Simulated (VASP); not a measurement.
A run of VASP 6.6.1:

File INCAR:

```
SYSTEM = InSe
PREC = Accurate ; ENCUT = 520
EDIFF = 1E-6 ; ISMEAR = 0
SIGMA = 0.1 ; LREAL = .False.
LASPH = .True. ; NELM = 60
ALGO = Normal ; ISIF = 2
LWAVE = .False. ; LCHARG = .False.
GGA = PE ; NBANDS = 16
```

KPOINTS

```
regular mesh
0
Gamma
  6 6 6
  0 0 0
```

POSCAR

```
InSe
1.0
    3.6305625259      0.0000000000      0.0000000000
    0.0000000000      3.6305625259      0.0000000000
    0.0000000000      0.0000000000      3.6305625259
In Se
1 1
Direct
    0.0000000000      0.0000000000      0.0000000000
    0.5000000000      0.5000000000      0.5000000000
```

Potentials or basis: VASP PAW PBE potentials, release 64 (In_d, Se).

Command:

```sh
$ cat potpaw_PBE.64/In_d/POTCAR potpaw_PBE.64/Se/POTCAR > POTCAR
$ mpirun -np 1 vasp_std > vasp.out
```

Hardware: 1 thread of Intel(R) Xeon(R) 6975P-C (Granite Rapids), on a shared host.

Problem. How long does it take, and how much memory?

Solution. It took 12 s on 1 thread of Intel(R) Xeon(R) 6975P-C (Granite Rapids) (shared host), peak memory 0.16 GiB. Counts: scf iterations 12, k points 20.
